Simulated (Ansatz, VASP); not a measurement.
## Cl in VASP and in Ansatz

The input INCAR:

```
SYSTEM = Cl
PREC = Accurate
ENCUT = 520
EDIFF = 1E-6
ISMEAR = 0
SIGMA = 0.1
LREAL = .False.
LASPH = .True.
NELM = 100
ALGO = Normal
ISIF = 2
LWAVE = .False.
LCHARG = .True.
LDIPOL = .True.
IDIPOL = 3
DIPOL = 0.5 0.5 0.657
GGA = PE
LELF = .True.
LVHAR = .True.
LVACPOTAV = .True.
NBANDS = 14
```

The input KPOINTS:

```
Automatic mesh
0
Gamma
  4 4 1
  0 0 0
```

POSCAR

```
Cl
1.0
    5.4400501816      0.0000000000      0.0000000000
   -2.7200250908      4.7112216551      0.0000000000
    0.0000000000      0.0000000000     25.0895542449
Cl
2
Direct
    0.6668718889      0.3341786043      0.6667483417
    0.0001865572      0.0006283628      0.6471691941
```

Input for Ansatz:

```yaml
crystal:
  lattice:
    - [5.4400501816, 0.0, 0.0]
    - [-2.7200250908, 4.7112216551, 0.0]
    - [0.0, 0.0, 25.0895542449]
  atoms:
    - { symbol: Cl, position: [0.6668718889, 0.3341786043, 0.6667483417] }
    - { symbol: Cl, position: [0.0001865572, 0.0006283628, 0.6471691941] }
basis:
  ecutwfc: 420
kpoints:
  mp_grid: { grid: [4, 4, 1] }
hamiltonian:
  xc: pbe
scf:
  occupations: { method: gaussian, width: 0.1 }
output:
  forces: true
  eigenvalues: true
  write_density: true
  volumetric_format: npy
efield:
  axis: 3
  dipole_correction: true
  ramp_width: 0.04
```

Alike in both runs: task single point; functional PBE; k mesh 4 × 4 × 1; occupations gaussian, width 0.1 eV; no spin polarisation.

|  | VASP | Ansatz |
| --- | --- | --- |
| version | VASP 6.6.1 | Ansatz 0.2.0 |
| potentials or method | VASP PAW PBE potentials, release 64 (Cl), cutoff 520 eV | scalar-relativistic, plane waves, PAW |
| valence electrons in the cell | 14 | 14 |

|  | VASP | Ansatz | Ansatz less VASP |
| --- | --- | --- | --- |
| gap on the k mesh at the Fermi level (eV) | none | none | - |
| rms of the force components (eV/Å) | 0.269 | 0.268 | -0.0012 |

Atom by atom the forces differ by 0.001 eV/Å (rms over components). A gap of «none» marks a metal or a gap that the smearing closes. The functional is the same, so the differences come from potentials, cutoffs and numerics.
